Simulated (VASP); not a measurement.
# LiMgBN2 (I-4m2) in VASP: further runs

LiMgBN2 is run at these levels: PBE; tasks: single point.

Everything below comes from runs of VASP 6.6.1. Logs are shortened: lines on timing, memory, paths and dates and some standing lists are left out, and cuts for length are marked.

**1. The cell of the first run**

It takes space group I-4m2 (No. 119, tetragonal). Conventional cell: a = 3.972 Å, b = 3.972 Å, c = 8.176 Å, α = 90.00°, β = 90.00°, γ = 90.00°. Within 2.8 Å of Li (site symmetry -4m2) lie 4 N at 2.14 Å. Within 2.8 Å of Mg (site symmetry -4m2) lie 4 N at 2.14 Å. Within 1.7 Å of B (site symmetry -4m2) lie 2 N at 1.24 Å. N (site symmetry 2mm) has 1 B at 1.24 Å within 1.7 Å.

**2. Single point, PBE (strain +0.040 along x and y, -0.080 along z)**

Input file INCAR:

```
SYSTEM = LiMgBN2
PREC = Accurate
ENCUT = 520
EDIFF = 1E-6
ISMEAR = 0
SIGMA = 0.05
LREAL = .FALSE.
LASPH = .TRUE.
NELM = 60
ALGO = Normal
ISIF = 2
LWAVE = .FALSE.
LCHARG = .TRUE.
GGA = PE
LELF = .TRUE.
LVHAR = .TRUE.
NBANDS = 17
```

Input file KPOINTS:

```
Automatic mesh
0
G
  8 8 8
  0 0 0
```

Input file POSCAR:

```
LiMgBN2
1.0
   -1.9860422400      1.9860422400      4.0880402400
    1.9860422400     -1.9860422400      4.0880402400
    1.9860422400      1.9860422400     -4.0880402400
Li Mg B N
1 1 1 2
Direct
    0.2500000000      0.7500000000      0.5000000000
    0.7500000000      0.2500000000      0.5000000000
    0.5000000000      0.5000000000      0.0000000000
    0.6512635000      0.6512635000      0.0000000000
    0.3487365000      0.3487365000      0.0000000000
```

Potentials or basis: VASP PAW PBE potentials, release 64 (Li_sv, Mg, B, N).

Run with:

```sh
$ cat potpaw_PBE.64/Li_sv/POTCAR potpaw_PBE.64/Mg/POTCAR potpaw_PBE.64/B/POTCAR potpaw_PBE.64/N/POTCAR > POTCAR
$ mpirun -np 1 vasp_std > vasp.out
```

OUTCAR:

```text
SYSTEM = LiMgBN2
   PREC = Accurate
   ENCUT = 520
   EDIFF = 1E-6
   ISMEAR = 0
   LREAL = .FALSE.
   LASPH = .TRUE.
   NELM = 60
   ISIF = 2
   GGA = PE

 ion  position               nearest neighbor table
   1  0.250  0.750  0.500-   5 2.14   4 2.14   5 2.14   4 2.14   2 2.81   2 2.81   2 2.81   2 2.81

   2  0.750  0.250  0.500-   5 2.14   4 2.14   5 2.14   4 2.14   1 2.81   1 2.81   1 2.81   1 2.81
                             3 2.85   3 2.85   3 2.85   3 2.85
   3  0.500  0.500  0.000-   4 1.24   5 1.24   2 2.85   2 2.85   2 2.85   2 2.85
   4  0.651  0.651  0.000-   3 1.24   2 2.14   1 2.14   1 2.14   2 2.14
   5  0.349  0.349  0.000-   3 1.24   2 2.14   1 2.14   1 2.14   2 2.14

  LATTYP: Found a body centered tetragonal cell.
 ALAT       =     3.9720844800
 C/A-ratio  =     2.0583853443

  Lattice vectors:

 A1 = (  -1.9860422400,   1.9860422400,   4.0880402400)
 A2 = (   1.9860422400,  -1.9860422400,   4.0880402400)
 A3 = (   1.9860422400,   1.9860422400,  -4.0880402400)

Analysis of symmetry for initial positions (statically):
=====================================================================
 Subroutine PRICEL returns:
 Original cell was already a primitive cell.

 Routine SETGRP: Setting up the symmetry group for a
 body centered tetragonal supercell.

 Subroutine GETGRP returns: Found  8 space group operations
 (whereof  8 operations were pure point group operations)
 out of a pool of 16 trial point group operations.

The static configuration has the point symmetry D_2d.

Analysis of symmetry for dynamics (positions and initial velocities):
=====================================================================
 Subroutine PRICEL returns:
 Original cell was already a primitive cell.

 Routine SETGRP: Setting up the symmetry group for a
 body centered tetragonal supercell.

 Subroutine GETGRP returns: Found  8 space group operations
 (whereof  8 operations were pure point group operations)
 out of a pool of 16 trial point group operations.

The dynamic configuration has the point symmetry D_2d.

 Subroutine INISYM returns: Found  8 space group operations
 (whereof  8 operations are pure point group operations),
 and found     1 'primitive' translations

----------------------------------------------------------------------------------------

                                     Primitive cell

  volume of cell :      64.4989

  direct lattice vectors                    reciprocal lattice vectors
    -1.986042240  1.986042240  4.088040240     0.000000000  0.251756982  0.122307994
     1.986042240 -1.986042240  4.088040240     0.251756982  0.000000000  0.122307994
     1.986042240  1.986042240 -4.088040240     0.251756982  0.251756982  0.000000000

  length of vectors
     4.959919411  4.959919411  4.959919411     0.279894307  0.279894307  0.356038138

  position of ions in fractional coordinates (direct lattice)
     0.250000000  0.750000000  0.500000000
     0.750000000  0.250000000  0.500000000
     0.500000000  0.500000000  0.000000000
     0.651263500  0.651263500  0.000000000
     0.348736500  0.348736500  0.000000000

  ion indices of the primitive-cell ions
   primitive index   ion index
                 1           1
                 2           2
                 3           3
                 4           4
                 5           5

----------------------------------------------------------------------------------------

 KPOINTS: Automatic mesh

Automatic generation of k-mesh.
 Grid dimensions read from file:
 generate k-points for:    8    8    8

 Generating k-lattice:

  Cartesian coordinates                     Fractional coordinates (reciprocal lattice)
     0.000000000  0.031469623  0.015288499     0.125000000  0.000000000 -0.000000000
     0.031469623  0.000000000  0.015288499     0.000000000  0.125000000 -0.000000000
     0.031469623  0.031469623  0.000000000     0.000000000  0.000000000  0.125000000

  Length of vectors
     0.034986788  0.034986788  0.044504767

  Shift w.r.t. Gamma in fractional coordinates (k-lattice)
     0.000000000  0.000000000  0.000000000

 Subroutine IBZKPT returns following result:
 ===========================================

 Found     59 irreducible k-points:

 Following reciprocal coordinates:
            Coordinates               Weight
  0.000000  0.000000  0.000000      1.000000
  0.125000  0.000000  0.000000      8.000000
  0.250000  0.000000  0.000000      8.000000
  0.375000  0.000000  0.000000      8.000000
  0.500000  0.000000  0.000000      4.000000
  0.125000  0.125000  0.000000      8.000000
[... 16 lines left out ...]
  0.250000  0.125000  0.125000     16.000000
  0.375000  0.125000  0.125000      8.000000
 [... further k-points ...]
   k-points           NKPTS =     59   k-points in BZ     NKDIM =     59   number of bands    NBANDS=     17
   number of dos      NEDOS =    301   number of ions     NIONS =      5
   total plane-waves  NPLWV =  64000
   dimension x,y,z NGX =    40 NGY =   40 NGZ =   40
   dimension x,y,z NGXF=    80 NGYF=   80 NGZF=   80
   ions per type =               1   1   1   2
   NGX,Y,Z   is equivalent  to a cutoff of  13.41, 13.41, 13.41 a.u.
   NGXF,Y,Z  is equivalent  to a cutoff of  26.81, 26.81, 26.81 a.u.
 SYSTEM =  LiMgBN2
   PREC   = accura    normal or accurate (medium, high low for compatibility)
   ISTART =      0    job   : 0-new  1-cont  2-samecut
   ICHARG =      2    charge: 1-file 2-atom 10-const
   ISPIN  =      1    spin polarized calculation?
   LNONCOLLINEAR =      F non collinear calculations
   LSORBIT =      F    spin-orbit coupling
   LASPH  =      T    aspherical Exc in radial PAW
   ENCUT  =  520.0 eV  38.22 Ry    6.18 a.u.   9.22  9.22  9.22*2*pi/ulx,y,z
   NELM   =     60;   NELMIN=  2; NELMDL= -5     # of ELM steps
   EDIFF  = 0.1E-05   stopping-criterion for ELM
   LREAL  =      F    real-space projection
   EDIFFG = 0.1E-04   stopping-criterion for IOM
   NSW    =      0    number of steps for IOM
   IBRION =     -1    ionic relax: 0-MD 1-quasi-New 2-CG
   NFREE  =      0    steps in history (QN), initial steepest desc. (CG)
   ISIF   =      2    stress and relaxation
   ISYM   =      2    0-nonsym 1-usesym 2-fastsym
   POTIM  = 0.5000    time-step for ionic-motion
   TEBEG  =    0.0;   TEEND  =   0.0 temperature during run
   PSTRESS=    0.0 pullay stress
   NELECT =      18.0000    total number of electrons
   NUPDOWN=      -1.0000    fix difference up-down
   EMIN   =  10.00;   EMAX   =-10.00  energy-range for DOS
   EFERMI =   0.00;   METHOD = LEGACY
   ISMEAR =     0;   SIGMA  =   0.05  broadening in eV -4-tet -1-fermi 0-gaus
   EFERMI_NEDOS =   21; number of points for ismear=-14 and -15
   IALGO  =     38    algorithm
   IMIX   =      4    mixing-type and parameters
     AMIX     =   0.40;   BMIX     =  1.00
     AMIX_MAG =   1.60;   BMIX_MAG =  1.00
  volume/ion in A,a.u.               =      12.90        87.05
  Fermi-wavevector in a.u.,A,eV,Ry     =   1.069830  2.021686 15.572374  1.144537
  Thomas-Fermi vector in A             =   2.205522
   LORBIT       =      0    0 simple, 1 ext, 2 COOP (PROOUT), +10 PAW based schemes
   GGA     = PE    functional components
   LHFCALC =     F    Hartree Fock is set to
   AEXX    =    0.0000 exact exchange contribution
   IVDW    =     0    specifies the selected vdW correction
   LEPSILON=     F    determine dielectric tensor
   LRPA    =     F    only Hartree local field effects (RPA)
 non-spin polarized calculation
 Gauss-broadening in eV      SIGMA  =   0.05
  energy-cutoff  :      520.00
  volume of cell :       64.50
 maximum number of plane-waves:      1775
 NGX is ok and might be reduce to    40
   NGX = 19   NGY = 19   NGZ = 19

 number of electron      17.9999996 magnetization

 Free energy of the ion-electron system (eV)
  ---------------------------------------------------
  ext. energy  EPLUGINS =         0.00000000
  ---------------------------------------------------
  free energy    TOTEN  =       -30.66114739 eV

  energy without entropy =      -30.66114739  energy(sigma->0) =      -30.66114739

 E-fermi :   1.2791     XC(G=0):  -8.4544

 val. band max:        1.0579709214   @ k =   0.5000   0.5000   0.5000
 cond. band min:       3.4930395334   @ k =   0.0000   0.0000   0.0000
 fundamental gap:      2.4350686121
 Fermi energy:         1.2791139876

 k-point     1 :       0.0000    0.0000    0.0000
  band No.  band energies     occupation
      1     -42.7385      2.00000
      2     -13.7007      2.00000
      3     -12.7064      2.00000
      4      -3.2847      2.00000
      5      -1.6997      2.00000
      6      -1.6997      2.00000
[... 9 lines left out ...]
     16      13.0471      0.00000
     17      13.0471      0.00000

 k-point     2 :       0.1250    0.0000    0.0000
  band No.  band energies     occupation
      1     -42.7384      2.00000
      2     -13.6671      2.00000
      3     -12.7253      2.00000
      4      -3.2909      2.00000
      5      -1.9361      2.00000
      6      -1.7619      2.00000
[... 9 lines left out ...]
     16      12.6018      0.00000
     17      12.8745      0.00000

 k-point     3 :       0.2500    0.0000    0.0000
  band No.  band energies     occupation
      1     -42.7382      2.00000
      2     -13.5796      2.00000
      3     -12.7766      2.00000
      4      -3.3428      2.00000
      5      -2.4403      2.00000
      6      -1.8780      2.00000
[... 9 lines left out ...]
     16      11.8896      0.00000
     17      12.4746      0.00000

 k-point     4 :       0.3750    0.0000    0.0000
  band No.  band energies     occupation
      1     -42.7380      2.00000
      2     -13.4783      2.00000
      3     -12.8403      2.00000
      4      -3.4793      2.00000
      5      -2.7724      2.00000
      6      -1.9654      2.00000
[... 9 lines left out ...]
     16      11.7444      0.00000
     17      12.9017      0.00000
[... 343 lines left out ...]
      1     -42.7380      2.00000
      2     -13.5068      2.00000
      3     -12.7931      2.00000
      4      -3.3269      2.00000
      5      -2.4894      2.00000
      6      -2.2314      2.00000
[... 9 lines left out ...]
     16      11.9252      0.00000
     17      12.8171      0.00000

 k-point    23 :       0.2500    0.1250    0.1250
  band No.  band energies     occupation
      1     -42.7378      2.00000
      2     -13.4262      2.00000
      3     -12.8342      2.00000
      4      -3.3459      2.00000
      5      -2.7061      2.00000
      6      -2.4208      2.00000
[... 9 lines left out ...]
     16      11.8675      0.00000
     17      13.3653      0.00000

 k-point    24 :       0.3750    0.1250    0.1250
  band No.  band energies     occupation
      1     -42.7377      2.00000
      2     -13.3891      2.00000
      3     -12.8546      2.00000
      4      -3.3867      2.00000
      5      -2.7690      2.00000
      6      -2.4750      2.00000
[... 9 lines left out ...]
     16      11.9336      0.00000
     17      13.4646      0.00000

 [... further k-points ...]
[... 5 lines left out ...]
  --------------------------------------------------------------------------------------
  -------------------------------------------------------------------------------------
  Total       -2.2921291     -2.2921291     20.0167292      0.0000000      0.0000000      0.0000000
  in kB      -56.9373893    -56.9373893    497.2234247      0.0000000      0.0000000      0.0000000
  external PRESSURE =     127.7828821 kB  Pullay stress =       0.0000000 kB

 VOLUME and BASIS-vectors are now :
 -----------------------------------------------------------------------------
  energy-cutoff  :      520.00
  volume of cell :       64.50
      direct lattice vectors                 reciprocal lattice vectors
    -1.986042240  1.986042240  4.088040240     0.000000000  0.251756982  0.122307994
     1.986042240 -1.986042240  4.088040240     0.251756982  0.000000000  0.122307994
     1.986042240  1.986042240 -4.088040240     0.251756982  0.251756982  0.000000000

 POSITION                                       TOTAL-FORCE (eV/Angst)
 -----------------------------------------------------------------------------------
      1.98604     -0.00000      2.04402        -0.000000      0.000000     -0.000000
     -0.00000      1.98604      2.04402        -0.000000      0.000000     -0.000000
      0.00000      0.00000      4.08804        -0.000000      0.000000     -0.000000
      0.00000      0.00000      5.32478         0.000000     -0.000000      7.950527
      0.00000      0.00000      2.85130         0.000000     -0.000000     -7.950527
 -----------------------------------------------------------------------------------
    total drift:                               -0.000000      0.000000     -0.000000

  FREE ENERGIE OF THE ION-ELECTRON SYSTEM (eV)
  ---------------------------------------------------
  free  energy   TOTEN  =       -30.6611473908 eV

  energy  without entropy=      -30.6611473908  energy(sigma->0) =      -30.66114739
```

It took 50 s on 1 thread of Intel Xeon 6975P-C (Granite Rapids), shared host; peak memory 0.28 GiB.

What came out:

```
Free energy            : -30.6611 eV
Largest force          : 7.951 eV/Å
Band gap on the k mesh : 2.44 eV, indirect (least direct gap 3.25 eV)
```

Forces in eV/Å, atoms in the order of the input:
```
Li   0.000  0.000  0.000
Mg   0.000  0.000  0.000
B    0.000  0.000  0.000
N    0.000  0.000  7.951
N    0.000  0.000 -7.951
```

Caveat: the cell differs from its parent crystal (strain +0.040 along x and y, -0.080 along z); the cutoff is under 1.25 times the usual one of these potentials, so pressure, stress and relaxed cells hold a basis-set (Pulay) error; forces of over 1 eV/Å act on the atoms, so gaps and moduli don't describe the material at rest. A k mesh can miss the band edges.

[end of part 1 of 3]
